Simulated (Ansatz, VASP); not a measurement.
## Two plane-wave programs on YTa2P3

```
Y Ta P
1.0
     2.34203   -2.65789    0.00000
     2.34203    2.65789    0.00000
     0.00000    0.00000   10.07013
Y Ta P
1 2 3
Direct
  0.50000 0.50000 0.00000
  0.00000 0.00000 0.50000
  0.50000 0.50000 0.50000
  0.00000 0.00000 0.27708
  0.00000 0.00000 0.72292
  0.00000 0.00000 0.00000
```

Alike in both runs: task single point; functional PBE; k mesh 6 × 6 × 2; occupations gaussian, width 0.1 eV; no spin polarisation.

|  | VASP | Ansatz |
| --- | --- | --- |
| version | VASP 6.6.1 | Ansatz 0.2.0 |
| potentials or method | VASP PAW PBE potentials, release 64 (Y_sv, Ta_pv, P), cutoff 520 eV | scalar-relativistic, plane waves, PAW |
| valence electrons in the cell | 48 | 52 |

```tsv
	VASP	Ansatz	Ansatz less VASP
gap on the k mesh at the Fermi level (eV)	none	none	-
pressure (GPa)	24.3	24.2	-0.15
traceless stress, the component that is largest in VASP (GPa)	29.85	29.70	-0.154
rms of the force components (eV/Å)	1.001	0.997	-0.0040
```

Atom by atom the forces differ by 0.004 eV/Å (rms over components). A gap of «none» marks a metal or a gap that the smearing closes. With one functional, cell and mesh, what is left measures potentials, basis and numerics. VASP's potentials hold 48 valence electrons a cell and Ansatz's 52, so a difference there can come from the potentials and not from the codes.

Spin-orbit coupling is off throughout.
